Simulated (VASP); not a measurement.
# Ca (Im-3m) in VASP: further runs

Aim: see how the results for Ca move with the level of theory and the settings. Levels: PBE+D3(BJ), PBE+D4. Tasks: single point.

Everything below comes from runs of VASP 6.6.1. Logs are shortened: lines on timing, memory, paths and dates and some standing lists are left out, and cuts for length are marked.

**1. The cell of the first run**

The structure is cubic, space group Im-3m (No. 229). Conventional cell: a = 4.308 Å, b = 4.308 Å, c = 4.308 Å, α = 90.00°, β = 90.00°, γ = 90.00°. Within 4.9 Å of Ca (site symmetry m-3m) lie 14 Ca at 3.73 to 4.31 Å.

This isn't the form of Ca at room conditions, which is fcc.

**2. Single point, PBE+D3(BJ)**

The input, INCAR:

```
PREC     = Accurate       # precision mode
ENCUT    = 520            # plane-wave cutoff, eV
EDIFF    = 1E-7           # SCF threshold, eV
ISMEAR   = -1             # smearing method
SIGMA    = 0.05           # smearing width, eV
LREAL    = F              # projectors in reciprocal space
LASPH    = T              # aspherical terms in the spheres
NELM     = 100            # most SCF steps
ALGO     = Fast           # electronic algorithm
ISIF     = 2              # what is computed and relaxed
LWAVE    = F              # write WAVECAR
LCHARG   = F              # write CHGCAR
GGA      = PE             # functional
IVDW     = 12             # dispersion correction
NBANDS   = 11             # bands
```

The input, KPOINTS:

```
regular mesh
0
Gamma
  8 8 8
```

The input, POSCAR:

```
Ca
1.0
   -2.1539601197      2.1539601197      2.1539601197
    2.1539601197     -2.1539601197      2.1539601197
    2.1539601197      2.1539601197     -2.1539601197
Ca
1
Direct
    0.0000000000      0.0000000000      0.0000000000
```

Potentials or basis: VASP PAW PBE potentials, release 64 (Ca_sv).

Run with:

```sh
> cat potpaw_PBE.64/Ca_sv/POTCAR > POTCAR
> mpirun -np 1 vasp_std > vasp.out
```

OUTCAR:

```text
PREC = Accurate
   ENCUT = 520
   EDIFF = 1E-7
   ISMEAR = -1
   LREAL = F
   LASPH = T
   NELM = 100
   ISIF = 2
   GGA = PE
   IVDW = 12
 IVDW          = 12

 ion  position               nearest neighbor table
   1  0.000  0.000  0.000-

  LATTYP: Found a body centered cubic cell.
 ALAT       =     4.3079202394

  Lattice vectors:

 A1 = (  -2.1539601197,   2.1539601197,   2.1539601197)
 A2 = (   2.1539601197,  -2.1539601197,   2.1539601197)
 A3 = (   2.1539601197,   2.1539601197,  -2.1539601197)

Analysis of symmetry for initial positions (statically):
=====================================================================
 Subroutine PRICEL returns:
 Original cell was already a primitive cell.

 Routine SETGRP: Setting up the symmetry group for a
 body centered cubic supercell.

 Subroutine GETGRP returns: Found 48 space group operations
 (whereof 48 operations were pure point group operations)
 out of a pool of 48 trial point group operations.

The static configuration has the point symmetry O_h .

Analysis of symmetry for dynamics (positions and initial velocities):
=====================================================================
 Subroutine PRICEL returns:
 Original cell was already a primitive cell.

 Routine SETGRP: Setting up the symmetry group for a
 body centered cubic supercell.

 Subroutine GETGRP returns: Found 48 space group operations
 (whereof 48 operations were pure point group operations)
 out of a pool of 48 trial point group operations.

The dynamic configuration has the point symmetry O_h .

 Subroutine INISYM returns: Found 48 space group operations
 (whereof 48 operations are pure point group operations),
 and found     1 'primitive' translations

----------------------------------------------------------------------------------------

                                     Primitive cell

  volume of cell :      39.9736

  direct lattice vectors                    reciprocal lattice vectors
    -2.153960120  2.153960120  2.153960120     0.000000000  0.232130574  0.232130574
     2.153960120 -2.153960120  2.153960120     0.232130574  0.000000000  0.232130574
     2.153960120  2.153960120 -2.153960120     0.232130574  0.232130574  0.000000000

  length of vectors
     3.730768365  3.730768365  3.730768365     0.328282207  0.328282207  0.328282207

  position of ions in fractional coordinates (direct lattice)
     0.000000000  0.000000000  0.000000000

  ion indices of the primitive-cell ions
   primitive index   ion index
                 1           1

----------------------------------------------------------------------------------------

 KPOINTS: regular mesh

Automatic generation of k-mesh.
 Grid dimensions read from file:
 generate k-points for:    8    8    8

 Generating k-lattice:

  Cartesian coordinates                     Fractional coordinates (reciprocal lattice)
     0.000000000  0.029016322  0.029016322     0.125000000  0.000000000  0.000000000
     0.029016322  0.000000000  0.029016322     0.000000000  0.125000000  0.000000000
     0.029016322  0.029016322  0.000000000     0.000000000  0.000000000  0.125000000

  Length of vectors
     0.041035276  0.041035276  0.041035276

  Shift w.r.t. Gamma in fractional coordinates (k-lattice)
     0.000000000  0.000000000  0.000000000

 Subroutine IBZKPT returns following result:
 ===========================================

 Found     29 irreducible k-points:

 Following reciprocal coordinates:
            Coordinates               Weight
  0.000000  0.000000  0.000000      1.000000
  0.125000  0.000000  0.000000     12.000000
  0.250000  0.000000  0.000000     12.000000
  0.375000  0.000000  0.000000     12.000000
  0.500000  0.000000  0.000000      6.000000
  0.125000  0.125000  0.000000     24.000000
[... 16 lines left out ...]
 -0.250000  0.250000  0.250000      6.000000
 -0.375000  0.375000  0.250000     24.000000
 [... further k-points ...]
   k-points           NKPTS =     29   k-points in BZ     NKDIM =     29   number of bands    NBANDS=     11
   number of dos      NEDOS =    301   number of ions     NIONS =      1
   total plane-waves  NPLWV =  21952
   dimension x,y,z NGX =    28 NGY =   28 NGZ =   28
   dimension x,y,z NGXF=    56 NGYF=   56 NGZF=   56
   ions per type =               1
   NGX,Y,Z   is equivalent  to a cutoff of  12.48, 12.48, 12.48 a.u.
   NGXF,Y,Z  is equivalent  to a cutoff of  24.95, 24.95, 24.95 a.u.
 SYSTEM =  unknown system
   PREC   = accura    normal or accurate (medium, high low for compatibility)
   ISTART =      0    job   : 0-new  1-cont  2-samecut
   ICHARG =      2    charge: 1-file 2-atom 10-const
   ISPIN  =      1    spin polarized calculation?
   LNONCOLLINEAR =      F non collinear calculations
   LSORBIT =      F    spin-orbit coupling
   LASPH  =      T    aspherical Exc in radial PAW
   ENCUT  =  520.0 eV  38.22 Ry    6.18 a.u.   6.94  6.94  6.94*2*pi/ulx,y,z
   NELM   =    100;   NELMIN=  2; NELMDL= -5     # of ELM steps
   EDIFF  = 0.1E-06   stopping-criterion for ELM
   LREAL  =      F    real-space projection
   EDIFFG = 0.1E-05   stopping-criterion for IOM
   NSW    =      0    number of steps for IOM
   IBRION =     -1    ionic relax: 0-MD 1-quasi-New 2-CG
   NFREE  =      0    steps in history (QN), initial steepest desc. (CG)
   ISIF   =      2    stress and relaxation
   ISYM   =      2    0-nonsym 1-usesym 2-fastsym
   POTIM  = 0.5000    time-step for ionic-motion
   TEBEG  =    0.0;   TEEND  =   0.0 temperature during run
   PSTRESS=    0.0 pullay stress
   NELECT =      10.0000    total number of electrons
   NUPDOWN=      -1.0000    fix difference up-down
   EMIN   =  10.00;   EMAX   =-10.00  energy-range for DOS
   EFERMI =   0.00;   METHOD = LEGACY
   ISMEAR =    -1;   SIGMA  =   0.05  broadening in eV -4-tet -1-fermi 0-gaus
   EFERMI_NEDOS =   21; number of points for ismear=-14 and -15
   IALGO  =     68    algorithm
   IMIX   =      4    mixing-type and parameters
     AMIX     =   0.40;   BMIX     =  1.00
     AMIX_MAG =   1.60;   BMIX_MAG =  1.00
  volume/ion in A,a.u.               =      39.97       269.75
  Fermi-wavevector in a.u.,A,eV,Ry     =   1.031535  1.949318 14.477467  1.064064
  Thomas-Fermi vector in A             =   2.165688
   LORBIT       =      0    0 simple, 1 ext, 2 COOP (PROOUT), +10 PAW based schemes
   GGA     = PE    functional components
   LHFCALC =     F    Hartree Fock is set to
   AEXX    =    0.0000 exact exchange contribution
   IVDW    =    12    specifies the selected vdW correction
   LEPSILON=     F    determine dielectric tensor
   LRPA    =     F    only Hartree local field effects (RPA)
 non-spin polarized calculation
 RMM-DIIS sequential band-by-band and
  energy-cutoff  :      520.00
  volume of cell :       39.97
 maximum number of plane-waves:      1088
   NGX = 13   NGY = 13   NGZ = 13

 number of electron      10.0000001 magnetization

 Free energy of the ion-electron system (eV)
  ---------------------------------------------------
  ext. energy  EPLUGINS =         0.00000000
  ---------------------------------------------------
  free energy    TOTEN  =        -1.91140183 eV

  energy without entropy =       -1.89853424  energy(sigma->0) =       -1.90496803

 E-fermi :   2.2136     XC(G=0):  -7.9018

 val. band max:        2.2062933715   @ k =   0.5000   0.5000   0.3750
 cond. band min:       2.2169309616   @ k =   0.5000   0.5000   0.5000
 fundamental gap:      0.0106375900
 Fermi energy:         2.2136135369

 k-point     1 :       0.0000    0.0000    0.0000
  band No.  band energies     occupation
      1     -39.6882      2.00000
      2     -20.5966      2.00000
      3     -20.5966      2.00000
      4     -20.5966      2.00000
      5      -1.9370      2.00000
      6       4.6098      0.00000
      7       4.6098      0.00000
      8       4.6098      0.00000
      9       5.7253      0.00000
     10       5.7253      0.00000
     11      12.7066      0.00000

 k-point     2 :       0.1250    0.0000    0.0000
  band No.  band energies     occupation
      1     -39.6854      2.00000
      2     -20.6222      2.00000
      3     -20.6050      2.00000
      4     -20.5966      2.00000
      5      -1.6432      2.00000
      6       4.4305      0.00000
      7       4.4652      0.00000
      8       4.8358      0.00000
      9       5.5502      0.00000
     10       5.7327      0.00000
     11      12.3204      0.00000

 k-point     3 :       0.2500    0.0000    0.0000
  band No.  band energies     occupation
      1     -39.6786      2.00000
      2     -20.6832      2.00000
      3     -20.6252      2.00000
      4     -20.5966      2.00000
      5      -0.8135      2.00000
      6       3.8247      0.00000
      7       4.0465      0.00000
      8       5.4704      0.00000
      9       5.5324      0.00000
     10       5.7948      0.00000
     11      10.4769      0.00000

 k-point     4 :       0.3750    0.0000    0.0000
  band No.  band energies     occupation
      1     -39.6718      2.00000
      2     -20.7432      2.00000
      3     -20.6452      2.00000
      4     -20.5966      2.00000
      5       0.3731      2.00000
      6       2.9548      0.00000
      7       3.7136      0.00000
      8       5.6454      0.00000
      9       5.9346      0.00000
     10       6.3316      0.00000
     11       8.6383      0.00000

 k-point     5 :       0.5000    0.0000    0.0000
  band No.  band energies     occupation
      1     -39.6690      2.00000
      2     -20.7677      2.00000
      3     -20.6535      2.00000
      4     -20.5967      2.00000
      5       1.2964      2.00000
      6       2.2562      0.59847
      7       3.5871      0.00000
      8       5.6361      0.00000
      9       6.0249      0.00000
     10       6.8384      0.00000
     11       7.9408      0.00000
[... 211 lines left out ...]
 k-point    21 :      -0.3750   -0.3750    0.1250
  band No.  band energies     occupation
      1     -39.6636      2.00000
      2     -20.7209      2.00000
      3     -20.7209      2.00000
      4     -20.6304      2.00000
      5       2.3831      0.06525
      6       2.3831      0.06525
      7       3.0674      0.00000
      8       5.6960      0.00000
      9       5.6960      0.00000
     10       7.3503      0.00000
     11       7.8411      0.00000

 k-point    22 :       0.2500    0.2500    0.2500
  band No.  band energies     occupation
      1     -39.6678      2.00000
      2     -20.6802      2.00000
      3     -20.6802      2.00000
      4     -20.6802      2.00000
      5       2.5831      0.00123
      6       2.5831      0.00123
      7       2.5831      0.00123
      8       6.0738      0.00000
      9       6.0738      0.00000
     10       6.2335      0.00000
     11       8.4358      0.00000

 k-point    23 :      -0.2500    0.2500    0.2500
  band No.  band energies     occupation
      1     -39.6702      2.00000
      2     -20.6857      2.00000
      3     -20.6559      2.00000
      4     -20.6559      2.00000
      5       0.1861      2.00000
      6       3.6667      0.00000
      7       4.4703      0.00000
      8       4.4703      0.00000
      9       5.5196      0.00000
     10       5.9479      0.00000
     11      10.7423      0.00000

 k-point    24 :      -0.3750    0.3750    0.2500
  band No.  band energies     occupation
      1     -39.6642      2.00000
      2     -20.7241      2.00000
      3     -20.6775      2.00000
      4     -20.6603      2.00000
      5       1.2010      2.00000
      6       2.9347      0.00000
      7       4.4584      0.00000
      8       4.6587      0.00000
      9       5.8320      0.00000
     10       6.1769      0.00000
     11       8.8966      0.00000

 [... further k-points ...]

------------------------ aborting loop because EDIFF is reached ----------------------------------------

 Edisp (eV)   -0.24274

 E8    (eV) :    -0.1225

  FORCE on cell =-STRESS in cart. coord.  units (eV):
  Direction    XX          YY          ZZ          XY          YZ          ZX
  --------------------------------------------------------------------------------------
  -------------------------------------------------------------------------------------
  Total       0.00101     0.00101     0.00101    -0.00000    -0.00000     0.00000
  in kB       0.04051     0.04051     0.04051    -0.00000    -0.00000     0.00000
  external pressure =        0.04 kB  Pullay stress =        0.00 kB

 VOLUME and BASIS-vectors are now :
 -----------------------------------------------------------------------------
  energy-cutoff  :      520.00
  volume of cell :       39.97
      direct lattice vectors                 reciprocal lattice vectors
    -2.153960120  2.153960120  2.153960120     0.000000000  0.232130574  0.232130574
     2.153960120 -2.153960120  2.153960120     0.232130574  0.000000000  0.232130574
     2.153960120  2.153960120 -2.153960120     0.232130574  0.232130574  0.000000000

 POSITION                                       TOTAL-FORCE (eV/Angst)
 -----------------------------------------------------------------------------------
      0.00000      0.00000      0.00000         0.000000      0.000000     -0.000000
 -----------------------------------------------------------------------------------
    total drift:                               -0.000000     -0.000000     -0.000000

  FREE ENERGIE OF THE ION-ELECTRON SYSTEM (eV)
  ---------------------------------------------------
  free  energy   TOTEN  =        -2.1541402837 eV

  energy  without entropy=       -2.1412726941  energy(sigma->0) =       -2.14770649
```

It took 22 s on 1 thread of Intel Xeon 8259CL, shared host; peak memory 0.16 GiB.

What came out:

| Property | Result |
| --- | --- |
| Free energy | -2.1541 eV |
| Pressure | 0.0 GPa |
| Band gap on the k mesh | zero (bands 5 and 6 overlap by 0.38 eV) |
| Dispersion energy per atom | -0.243 eV |

Levels at points of the mesh, in eV from the Fermi level:
```csv
k point,band 2,band 3,band 4,band 5,band 6,band 7,band 8,band 9
"(0.00, 0.00, 0.00)",-22.81,-22.81,-22.81,-4.15,2.40,2.40,2.40,3.51
"(0.50, 0.00, 0.00)",-22.98,-22.87,-22.81,-0.92,0.04,1.37,3.42,3.81
"(0.50, 0.50, 0.50)",-22.93,-22.93,-22.93,0.00,0.00,4.17,4.17,4.20
```

(Part 1 of 2 ends here.)
